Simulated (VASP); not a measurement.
# Sc3Re (Fm-3m) in VASP: further runs

The runs below take Sc3Re through single point, relaxation of cell and atoms, with PBE.

Everything below comes from runs of VASP 6.6.1. Logs are shortened: lines on timing, memory, paths and dates and some standing lists are left out, and cuts for length are marked.

### Step 1. The cell of the first run

It takes space group Fm-3m (No. 225, cubic). Conventional cell: a = 6.800 Å, b = 6.800 Å, c = 6.800 Å, α = 90.00°, β = 90.00°, γ = 90.00°. Within 3.9 Å of Sc (site symmetry -43m) lie 10 Sc at 2.94 to 3.40 Å and 4 Re at 2.94 Å. Within 3.9 Å of Sc (site symmetry m-3m) lie 8 Sc at 2.94 Å and 6 Re at 3.40 Å. Re (site symmetry m-3m) has 14 Sc at 2.94 to 3.40 Å within 3.9 Å.

The cell was built from a structure type or drawn by symmetry, and may not be a known phase.

### Step 2. Single point, PBE

INCAR

```
SYSTEM = Sc3Re
PREC = Accurate ; ENCUT = 520
EDIFF = 1E-6 ; ISMEAR = 0
SIGMA = 0.1 ; LREAL = .False.
LASPH = .True. ; NELM = 80
ALGO = Fast ; ISIF = 2
LWAVE = .False. ; LCHARG = .False.
GGA = PE ; NBANDS = 28
```

KPOINTS

```
Automatic mesh
0
Gamma
  4 4 4
  0 0 0
```

POSCAR

```
Sc3Re
1.0
    0.0000000000      3.3999185798      3.3999185798
    3.3999185798      0.0000000000      3.3999185798
    3.3999185798      3.3999185798      0.0000000000
Sc Re
3 1
Direct
    0.2500000000      0.2500000000      0.2500000000
    0.7500000000      0.7500000000      0.7500000000
    0.5000000000      0.5000000000      0.5000000000
    0.0000000000      0.0000000000      0.0000000000
```

Potentials or basis: VASP PAW PBE potentials, release 64 (Sc_sv, Re).

Run with:

```bash
$ cat potpaw_PBE.64/Sc_sv/POTCAR potpaw_PBE.64/Re/POTCAR > POTCAR
$ mpirun -np 1 vasp_std > vasp.out
```

OUTCAR:

```text
SYSTEM = Sc3Re
   PREC = Accurate
   ENCUT = 520
   EDIFF = 1E-6
   ISMEAR = 0
   LREAL = .False.
   LASPH = .True.
   NELM = 80
   ISIF = 2
   GGA = PE

 ion  position               nearest neighbor table
   1  0.250  0.250  0.250-   3 2.94   4 2.94   4 2.94   4 2.94   4 2.94   3 2.94   3 2.94   3 2.94
                             2 3.40   2 3.40   2 3.40   2 3.40   2 3.40   2 3.40
   2  0.750  0.750  0.750-   3 2.94   4 2.94   3 2.94   3 2.94   3 2.94   4 2.94   4 2.94   4 2.94
                             1 3.40   1 3.40   1 3.40   1 3.40   1 3.40   1 3.40
   3  0.500  0.500  0.500-   1 2.94   2 2.94   1 2.94   1 2.94   1 2.94   2 2.94   2 2.94   2 2.94
                             4 3.40   4 3.40   4 3.40   4 3.40   4 3.40   4 3.40
   4  0.000  0.000  0.000-   1 2.94   2 2.94   2 2.94   2 2.94   2 2.94   1 2.94   1 2.94   1 2.94
                             3 3.40   3 3.40   3 3.40   3 3.40   3 3.40   3 3.40

  LATTYP: Found a face centered cubic cell.
 ALAT       =     6.7998371596

  Lattice vectors:

 A1 = (   0.0000000000,   3.3999185798,   3.3999185798)
 A2 = (   3.3999185798,   0.0000000000,   3.3999185798)
 A3 = (   3.3999185798,   3.3999185798,   0.0000000000)

Analysis of symmetry for initial positions (statically):
=====================================================================
 Subroutine PRICEL returns:
 Original cell was already a primitive cell.

 Routine SETGRP: Setting up the symmetry group for a
 face centered cubic supercell.

 Subroutine GETGRP returns: Found 48 space group operations
 (whereof 48 operations were pure point group operations)
 out of a pool of 48 trial point group operations.

The static configuration has the point symmetry O_h .

Analysis of symmetry for dynamics (positions and initial velocities):
=====================================================================
 Subroutine PRICEL returns:
 Original cell was already a primitive cell.

 Routine SETGRP: Setting up the symmetry group for a
 face centered cubic supercell.

 Subroutine GETGRP returns: Found 48 space group operations
 (whereof 48 operations were pure point group operations)
 out of a pool of 48 trial point group operations.

The dynamic configuration has the point symmetry O_h .

 Subroutine INISYM returns: Found 48 space group operations
 (whereof 48 operations are pure point group operations),
 and found     1 'primitive' translations

----------------------------------------------------------------------------------------

                                     Primitive cell

  volume of cell :      78.6024

  direct lattice vectors                    reciprocal lattice vectors
     0.000000000  3.399918580  3.399918580    -0.147062345  0.147062345  0.147062345
     3.399918580  0.000000000  3.399918580     0.147062345 -0.147062345  0.147062345
     3.399918580  3.399918580  0.000000000     0.147062345  0.147062345 -0.147062345

  length of vectors
     4.808210967  4.808210967  4.808210967     0.254719454  0.254719454  0.254719454

  position of ions in fractional coordinates (direct lattice)
     0.250000000  0.250000000  0.250000000
     0.750000000  0.750000000  0.750000000
     0.500000000  0.500000000  0.500000000
     0.000000000  0.000000000  0.000000000

  ion indices of the primitive-cell ions
   primitive index   ion index
                 1           1
                 2           2
                 3           3
                 4           4

----------------------------------------------------------------------------------------

 KPOINTS: Automatic mesh

Automatic generation of k-mesh.
 Grid dimensions read from file:
 generate k-points for:    4    4    4

 Generating k-lattice:

  Cartesian coordinates                     Fractional coordinates (reciprocal lattice)
    -0.036765586  0.036765586  0.036765586     0.250000000  0.000000000  0.000000000
     0.036765586 -0.036765586  0.036765586     0.000000000  0.250000000  0.000000000
     0.036765586  0.036765586 -0.036765586     0.000000000  0.000000000  0.250000000

  Length of vectors
     0.063679863  0.063679863  0.063679863

  Shift w.r.t. Gamma in fractional coordinates (k-lattice)
     0.000000000  0.000000000  0.000000000

 Subroutine IBZKPT returns following result:
 ===========================================

 Found      8 irreducible k-points:

 Following reciprocal coordinates:
            Coordinates               Weight
  0.000000  0.000000  0.000000      1.000000
  0.250000  0.000000  0.000000      8.000000
  0.500000  0.000000  0.000000      4.000000
  0.250000  0.250000  0.000000      6.000000
  0.500000  0.250000  0.000000     24.000000
 -0.250000  0.250000  0.000000     12.000000
  0.500000  0.500000  0.000000      3.000000
 -0.250000  0.500000  0.250000      6.000000
   k-points           NKPTS =      8   k-points in BZ     NKDIM =      8   number of bands    NBANDS=     28
   number of dos      NEDOS =    301   number of ions     NIONS =      4
   total plane-waves  NPLWV =  46656
   dimension x,y,z NGX =    36 NGY =   36 NGZ =   36
   dimension x,y,z NGXF=    72 NGYF=   72 NGZF=   72
   ions per type =               3   1
   NGX,Y,Z   is equivalent  to a cutoff of  12.45, 12.45, 12.45 a.u.
   NGXF,Y,Z  is equivalent  to a cutoff of  24.89, 24.89, 24.89 a.u.
 SYSTEM =  Sc3Re
   PREC   = accura    normal or accurate (medium, high low for compatibility)
   ISTART =      0    job   : 0-new  1-cont  2-samecut
   ICHARG =      2    charge: 1-file 2-atom 10-const
   ISPIN  =      1    spin polarized calculation?
   LNONCOLLINEAR =      F non collinear calculations
   LSORBIT =      F    spin-orbit coupling
   LASPH  =      T    aspherical Exc in radial PAW
   ENCUT  =  520.0 eV  38.22 Ry    6.18 a.u.   8.94  8.94  8.94*2*pi/ulx,y,z
   NELM   =     80;   NELMIN=  2; NELMDL= -5     # of ELM steps
   EDIFF  = 0.1E-05   stopping-criterion for ELM
   LREAL  =      F    real-space projection
   EDIFFG = 0.1E-04   stopping-criterion for IOM
   NSW    =      0    number of steps for IOM
   IBRION =     -1    ionic relax: 0-MD 1-quasi-New 2-CG
   NFREE  =      0    steps in history (QN), initial steepest desc. (CG)
   ISIF   =      2    stress and relaxation
   ISYM   =      2    0-nonsym 1-usesym 2-fastsym
   POTIM  = 0.5000    time-step for ionic-motion
   TEBEG  =    0.0;   TEEND  =   0.0 temperature during run
   PSTRESS=    0.0 pullay stress
   NELECT =      40.0000    total number of electrons
   NUPDOWN=      -1.0000    fix difference up-down
   EMIN   =  10.00;   EMAX   =-10.00  energy-range for DOS
   EFERMI =   0.00;   METHOD = LEGACY
   ISMEAR =     0;   SIGMA  =   0.10  broadening in eV -4-tet -1-fermi 0-gaus
   EFERMI_NEDOS =   21; number of points for ismear=-14 and -15
   IALGO  =     68    algorithm
   IMIX   =      4    mixing-type and parameters
     AMIX     =   0.40;   BMIX     =  1.00
     AMIX_MAG =   1.60;   BMIX_MAG =  1.00
  volume/ion in A,a.u.               =      19.65       132.61
  Fermi-wavevector in a.u.,A,eV,Ry     =   1.307022  2.469914 23.242930  1.708307
  Thomas-Fermi vector in A             =   2.437785
   LORBIT       =      0    0 simple, 1 ext, 2 COOP (PROOUT), +10 PAW based schemes
   GGA     = PE    functional components
   LHFCALC =     F    Hartree Fock is set to
   AEXX    =    0.0000 exact exchange contribution
   IVDW    =     0    specifies the selected vdW correction
   LEPSILON=     F    determine dielectric tensor
   LRPA    =     F    only Hartree local field effects (RPA)
 non-spin polarized calculation
 RMM-DIIS sequential band-by-band and
 Gauss-broadening in eV      SIGMA  =   0.10
  energy-cutoff  :      520.00
  volume of cell :       78.60
 maximum number of plane-waves:      2148
   NGX = 17   NGY = 17   NGZ = 17

 number of electron      39.9999995 magnetization

 Free energy of the ion-electron system (eV)
  ---------------------------------------------------
  ext. energy  EPLUGINS =         0.00000000
  ---------------------------------------------------
  free energy    TOTEN  =       -30.94551261 eV

  energy without entropy =      -30.89990465  energy(sigma->0) =      -30.92270863

 E-fermi :   5.0305     XC(G=0): -11.1419

 val. band max:        5.0042001955   @ k =  -0.2500   0.5000   0.2500
 cond. band min:       5.0436202595   @ k =   0.5000   0.2500   0.0000
 fundamental gap:      0.0394200640
 Fermi energy:         5.0305255360

 k-point     1 :       0.0000    0.0000    0.0000
  band No.  band energies     occupation
      1     -44.5689      2.00000
      2     -43.8105      2.00000
      3     -43.7841      2.00000
      4     -23.2685      2.00000
      5     -23.2685      2.00000
      6     -23.2685      2.00000
[... 20 lines left out ...]
     27       8.5002      0.00000
     28       8.5003      0.00000

 k-point     2 :       0.2500    0.0000    0.0000
  band No.  band energies     occupation
      1     -44.5646      2.00000
      2     -43.8093      2.00000
      3     -43.7897      2.00000
      4     -23.2818      2.00000
      5     -23.2818      2.00000
      6     -23.2737      2.00000
[... 20 lines left out ...]
     27       7.7782      0.00000
     28       8.7432      0.00000

 k-point     3 :       0.5000    0.0000    0.0000
  band No.  band energies     occupation
      1     -44.5602      2.00000
      2     -43.8036      2.00000
      3     -43.7998      2.00000
      4     -23.2944      2.00000
      5     -23.2944      2.00000
      6     -23.2735      2.00000
[... 20 lines left out ...]
     27       8.4861      0.00000
     28       8.6860      0.00000

 k-point     4 :       0.2500    0.2500    0.0000
  band No.  band energies     occupation
      1     -44.5632      2.00000
      2     -43.8099      2.00000
      3     -43.7905      2.00000
      4     -23.2984      2.00000
      5     -23.2984      2.00000
      6     -23.2517      2.00000
[... 20 lines left out ...]
     27       8.1089      0.00000
     28       8.1316      0.00000

 k-point     5 :       0.5000    0.2500    0.0000
  band No.  band energies     occupation
      1     -44.5589      2.00000
      2     -43.8063      2.00000
      3     -43.7984      2.00000
      4     -23.3106      2.00000
      5     -23.3050      2.00000
      6     -23.2581      2.00000
[... 20 lines left out ...]
     27       7.9704      0.00000
     28       8.3431      0.00000

 k-point     6 :      -0.2500    0.2500    0.0000
  band No.  band energies     occupation
      1     -44.5603      2.00000
      2     -43.8065      2.00000
      3     -43.7968      2.00000
      4     -23.2945      2.00000
      5     -23.2853      2.00000
      6     -23.2851      2.00000
[... 20 lines left out ...]
     27       7.9890      0.00000
     28       8.1168      0.00000

 k-point     7 :       0.5000    0.5000    0.0000
  band No.  band energies     occupation
      1     -44.5574      2.00000
      2     -43.8092      2.00000
      3     -43.7969      2.00000
      4     -23.3262      2.00000
      5     -23.3262      2.00000
      6     -23.2291      2.00000
[... 20 lines left out ...]
     27       7.1105      0.00000
     28       7.7360      0.00000

 k-point     8 :      -0.2500    0.5000    0.2500
  band No.  band energies     occupation
      1     -44.5574      2.00000
      2     -43.8031      2.00000
      3     -43.8031      2.00000
      4     -23.3295      2.00000
      5     -23.2766      2.00000
      6     -23.2766      2.00000
[... 20 lines left out ...]
     27       7.5990      0.00000
     28       8.4004      0.00000

------------------------ aborting loop because EDIFF is reached ----------------------------------------

  FORCE on cell =-STRESS in cart. coord.  units (eV):
  Direction    XX          YY          ZZ          XY          YZ          ZX
  --------------------------------------------------------------------------------------
  -------------------------------------------------------------------------------------
  Total        0.0351630      0.0351630      0.0351630     -0.0000000      0.0000000      0.0000000
  in kB        0.7167387      0.7167387      0.7167387     -0.0000000      0.0000000      0.0000000
  external PRESSURE =       0.7167387 kB  Pullay stress =       0.0000000 kB

 VOLUME and BASIS-vectors are now :
 -----------------------------------------------------------------------------
  energy-cutoff  :      520.00
  volume of cell :       78.60
      direct lattice vectors                 reciprocal lattice vectors
     0.000000000  3.399918580  3.399918580    -0.147062345  0.147062345  0.147062345
     3.399918580  0.000000000  3.399918580     0.147062345 -0.147062345  0.147062345
     3.399918580  3.399918580  0.000000000     0.147062345  0.147062345 -0.147062345

 POSITION                                       TOTAL-FORCE (eV/Angst)
 -----------------------------------------------------------------------------------
      1.69996      1.69996      1.69996        -0.000000      0.000000      0.000000
      5.09988      5.09988      5.09988        -0.000000     -0.000000     -0.000000
      3.39992      3.39992      3.39992         0.000000     -0.000000      0.000000
      0.00000      0.00000      0.00000         0.000000     -0.000000      0.000000
 -----------------------------------------------------------------------------------
    total drift:                                0.000000      0.000000      0.000000

  FREE ENERGIE OF THE ION-ELECTRON SYSTEM (eV)
  ---------------------------------------------------
  free  energy   TOTEN  =       -30.9455126099 eV

  energy  without entropy=      -30.8999046513  energy(sigma->0) =      -30.92270863
```

Wall time 63 s (1 thread of Intel Xeon 8259CL, shared host); peak memory 0.21 GiB.

What came out:

```
Free energy            : -30.9455 eV
Pressure               : 0.1 GPa
Band gap on the k mesh : zero (bands 20 and 21 overlap by 1.33 eV)
```

Caveat: the k points lie up to 0.40 Å⁻¹ apart, too coarse for converged energies and pressures of a metal; spin-orbit coupling is left out, which moves the levels of the heavy elements.

### Step 3. Relaxation of cell and atoms, PBE

This run uses another cell than the first one, of 18.25 Å³/atom.

INCAR

```
  PREC = Accurate
  ENCUT = 600
  EDIFF = 1E-7
  ISMEAR = 0
  SIGMA = 0.1
  LREAL = False
  LASPH = True
  NELM = 100
  ALGO = Fast
  ISIF = 3
  LWAVE = False
  LCHARG = False
  GGA = PE
  IBRION = 2
  NSW = 90
  EDIFFG = -0.04
```

KPOINTS

```
Automatic mesh
0
Gamma
  4 4 4
```

POSCAR

```
Sc3Re
1.0
    0.0000000000      3.3172437900      3.3172437900
    3.3172437900      0.0000000000      3.3172437900
    3.3172437900      3.3172437900      0.0000000000
Sc Re
3 1
Direct
    0.2500000000      0.2500000000      0.2500000000
    0.7500000000      0.7500000000      0.7500000000
    0.5000000000      0.5000000000      0.5000000000
    0.0000000000      0.0000000000      0.0000000000
```

Potentials or basis: VASP PAW PBE potentials, release 64 (Sc_sv, Re).

Run with:

```bash
$ cat potpaw_PBE.64/Sc_sv/POTCAR potpaw_PBE.64/Re/POTCAR > POTCAR
$ mpirun -np 1 vasp_std > vasp.out
```

Run time: 4.2 min. Hardware: 1 thread of Intel Xeon 8259CL, shared host; peak memory 0.25 GiB.

The run converged. Its results:

```yaml
Free_energy: -30.9458 eV
Relaxed_volume: 19.68 Å³/atom
Relaxed_cell: a = 4.811 Å, b = 4.811 Å, c = 4.811 Å, α = 60.00°, β = 60.00°, γ = 60.00°
Space_group_after_relaxing_to_0.1_Å: Fm-3m (No. 225)
Energy_gained_by_relaxing: 36.2 meV/atom
Ionic_steps: 3
Pressure_after_relaxing: 0.0 GPa
Band_gap_on_the_k_mesh: zero (bands 20 and 21 overlap by 1.33 eV)
```

The path:
| step | energy change (eV) | largest force (eV/Å) | pressure (GPa) | volume (Å³) |
| --- | --- | --- | --- | --- |
| 1 | 0.0000 | 0.0000 | 8.67 | 73.01 |
| 2 | -0.0446 | 0.0000 | -5.78 | 83.95 |
| 3 | -0.1449 | 0.0000 | 0.03 | 78.73 |

Final structure:
```yaml
crystal:
  lattice:
    - [0.00000, 3.40170, 3.40170]
    - [3.40170, 0.00000, 3.40170]
    - [3.40170, 3.40170, 0.00000]
  atoms:
    - { symbol: Sc, position: [0.25000, 0.25000, 0.25000] }
    - { symbol: Sc, position: [0.75000, 0.75000, 0.75000] }
    - { symbol: Sc, position: [0.50000, 0.50000, 0.50000] }
    - { symbol: Re, position: [0.00000, 0.00000, 0.00000] }
```

Levels at points of the mesh, in eV from the Fermi level:
```tsv
k point	band 17	band 18	band 19	band 20	band 21	band 22	band 23	band 24
(0.00, 0.00, 0.00)	-1.35	-1.35	-0.20	-0.20	-0.20	1.15	1.16	1.18
(0.50, 0.00, 0.00)	-1.17	-0.91	-0.91	-0.64	-0.64	0.15	0.31	0.31
(0.50, 0.50, 0.00)	-0.94	-0.89	-0.89	0.69	1.04	1.06	1.06	1.10
```

Caveat: the k points lie up to 0.40 Å⁻¹ apart in the final cell, too coarse for converged energies and pressures of a metal; spin-orbit coupling is left out, which moves the levels of the heavy elements.
